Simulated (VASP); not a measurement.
Wanted: the native input for a VASP 6.6.1 run.

* Task: single point
* Functional: PBE
* Potentials or basis: VASP PAW PBE potentials, release 64 (K_sv)
* Cutoff: 520 eV
* k mesh: 6 × 6 × 6
* Occupations: fermi-dirac, width 0.05 eV
* Spin: no spin polarisation
* Dipole correction: no
* Further INCAR settings: ALGO = Fast; EDIFF = 1e-07; NBANDS = 10

The structure of K lies in POSCAR:

```
K
1.0
    4.3104394900      0.0000000000      0.0000000000
    0.0000000000      4.3104394900      0.0000000000
    0.0000000000      0.0000000000      4.3104394900
K
1
Direct
    0.0000000000      0.0000000000      0.0000000000
```

The input as run:

INCAR

```
PREC = Accurate ; ENCUT = 520
EDIFF = 1E-7 ; ISMEAR = -1
SIGMA = 0.05 ; LREAL = False
LASPH = True ; NELM = 100
ALGO = Fast ; ISIF = 2
LWAVE = False ; LCHARG = False
GGA = PE ; NBANDS = 10
```

KPOINTS

```
Automatic mesh
0
Gamma
  6 6 6
```

Potentials or basis: VASP PAW PBE potentials, release 64 (K_sv).

Command:

```sh
$ cat potpaw_PBE.64/K_sv/POTCAR > POTCAR
$ mpirun -np 1 vasp_std > vasp.out
```

It gave:

The pressure is 0.0 GPa.

Wall time 20 s on 1 thread of AMD EPYC 7R43 64-Core Processor (Zen 3) (shared host), peak memory 0.13 GiB.
